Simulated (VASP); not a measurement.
Runs of VASP 6.6.1 on Li. The structure is that of space group Im-3m (No. 229), or close to it. The cells are those of the table. 

```csv
task,level,cell,k mesh,cutoff (eV),grid for exact exchange (PRECFOCK),share of exact exchange,screening parameter,gap on the mesh (eV),pressure (GPa),relaxed volume (Å³/atom)
single point,PBE,"a = 2.971 Å, angles 109.5°, 1 atom",15 × 15 × 15,520,-,-,-,none,-,-
relaxation of cell and atoms,PBE,"relaxed from a = 3.039 Å, angles 109.5°, 1 atom",15 × 15 × 15,600,-,-,-,none,-0.1,20.11
single point,HSE06,"a = 2.971 Å, angles 109.5°, 1 atom",9 × 9 × 9,520,Normal,0.25,0.2079 1/Å,none,-,-
relaxation of cell and atoms,r2SCAN,"relaxed from a = 3.039 Å, angles 109.5°, 1 atom",15 × 15 × 15,600,-,-,-,none,-0.1,(a)
single point,r2SCAN,"a = 3.009 Å, angles 109.5°, 1 atom",15 × 15 × 15,520,-,-,-,none,-,-
```

Alike in all rows: potentials or basis VASP PAW PBE potentials, release 64 (Li_sv); no spin polarisation; smearing fermi-dirac 0.05 eV.

Question: Fill in the values left out.

Answer: (a) 20.75.

Caveats: the cutoff is under 1.25 times the usual one of these potentials, so pressure, stress and relaxed cells hold a basis-set (Pulay) error; the PAW data sets were made with another functional, which shifts forces and pressure a little (at least some runs).

A gap of «none» marks levels without a gap at the run's occupations.
